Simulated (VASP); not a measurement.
A run of VASP 6.6.1:

The input INCAR:

```
SYSTEM = Ge
PREC     = Accurate       ! precision mode
ENCUT    = 520            ! plane-wave cutoff, eV
EDIFF    = 1E-6           ! SCF threshold, eV
ISMEAR   = 0              ! smearing method
SIGMA    = 0.1            ! smearing width, eV
LREAL    = .FALSE.        ! projectors in reciprocal space
LASPH    = .TRUE.         ! aspherical terms in the spheres
NELM     = 60             ! most SCF steps
ALGO     = Normal         ! electronic algorithm
ISIF     = 2              ! what is computed and relaxed
LWAVE    = .FALSE.        ! write WAVECAR
LCHARG   = .FALSE.        ! write CHGCAR
GGA      = PE             ! functional
NBANDS   = 36             ! bands
```

File KPOINTS:

```
regular mesh
0
G
  12 12 6
  0 0 0
```

POSCAR

```
Ge
1.0
    3.9296634506      0.0000000000      0.0000000000
   -1.9648317253      3.4031883765      0.0000000000
    0.0000000000      0.0000000000      6.4949904436
Ge
4
Direct
    0.6666666667      0.3333333333      0.0631637283
    0.3333333333      0.6666666667      0.5631637283
    0.6666666667      0.3333333333      0.4368362717
    0.3333333333      0.6666666667      0.9368362717
```

Potentials or basis: VASP PAW PBE potentials, release 64 (Ge_d).

Run with:

```sh
$ cat potpaw_PBE.64/Ge_d/POTCAR > POTCAR
$ mpirun -np 1 vasp_std > vasp.out
```

Hardware: 1 thread of Intel Xeon 6975P-C (shared host).

**Question.** How long does it take, and how much memory?

**Answer.** Run time: 2.3 min on 1 thread of Intel Xeon 6975P-C, with other jobs on the host, peak memory 0.3 GiB. Counts: scf iterations 12, k points 76.
